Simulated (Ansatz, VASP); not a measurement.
## C in VASP and in Ansatz

The input INCAR:

```
PREC = Accurate
ENCUT = 520
EDIFF = 1E-6
ISMEAR = 0
SIGMA = 0.05
LREAL = F
LASPH = T
NELM = 60
ALGO = Normal
ISIF = 2
LWAVE = F
LCHARG = F
GGA = PS
IVDW = 12
NBANDS = 11
```

Contents of KPOINTS:

```
regular mesh
0
Gamma
  15 15 15
```

POSCAR

```
C
1.0
    1.2290461105      0.7095901028      3.2829684898
   -1.2290461105      0.7095901028      3.2829684898
    0.0000000000     -1.4191802055      3.2829684898
C
2
Direct
    0.1421744425      0.1909927899      0.1665836162
    0.8578255575      0.8090072101      0.8334163838
```

Input for Ansatz:

```yaml
crystal:
  lattice:
    - [1.2290461105, 0.7095901028, 3.2829684898]
    - [-1.2290461105, 0.7095901028, 3.2829684898]
    - [0.0, -1.4191802055, 3.2829684898]
  atoms:
    - { symbol: C, position: [0.1421744425, 0.1909927899, 0.1665836162] }
    - { symbol: C, position: [0.8578255575, 0.8090072101, 0.8334163838] }
basis:
  ecutwfc: 520.0
kpoints:
  mp_grid: { grid: [15, 15, 15] }
hamiltonian:
  xc: pbesol
  pseudopotentials: { kind: paw, azcp: { folder: soft_1 } }
  dispersion: d3bj
scf:
  occupations: { method: gaussian, width: 0.05 }
output:
  forces: true
  stress: true
  eigenvalues: true
```

Change from the starting cell: mode 5 frozen in at -0.060 Å, equal normal strain along x, y and z +0.0000.

Alike in both runs: task single point; functional PBEsol; dispersion D3(BJ); k mesh 15 × 15 × 15; occupations gaussian, width 0.05 eV; no spin polarisation.

```csv
,VASP,Ansatz
version,VASP 6.6.1,Ansatz 0.2.0
potentials or method,"VASP PAW PBE potentials, release 64 (C), cutoff 520 eV","scalar-relativistic, plane waves, PAW"
valence electrons in the cell,8,8
```

VASP gave:

* gap on the k mesh at the Fermi level (eV): 0.09
* least direct gap on the mesh (eV): 0.18
* pressure (GPa): 7.5
* traceless stress, the component that is largest in VASP (GPa): -15.29
* rms of the force components (eV/Å): 3.867

Which values does Ansatz return?

gap on the k mesh at the Fermi level (eV): 0.09; least direct gap on the mesh (eV): 0.18; pressure (GPa): 6.9; traceless stress, the component that is largest in VASP (GPa): -14.98; rms of the force components (eV/Å): 3.855.

VASP's potentials were made for PBE, not for PBEsol, and Ansatz warns of the same on its side. Atom by atom the forces differ by 0.012 eV/Å (rms over components).
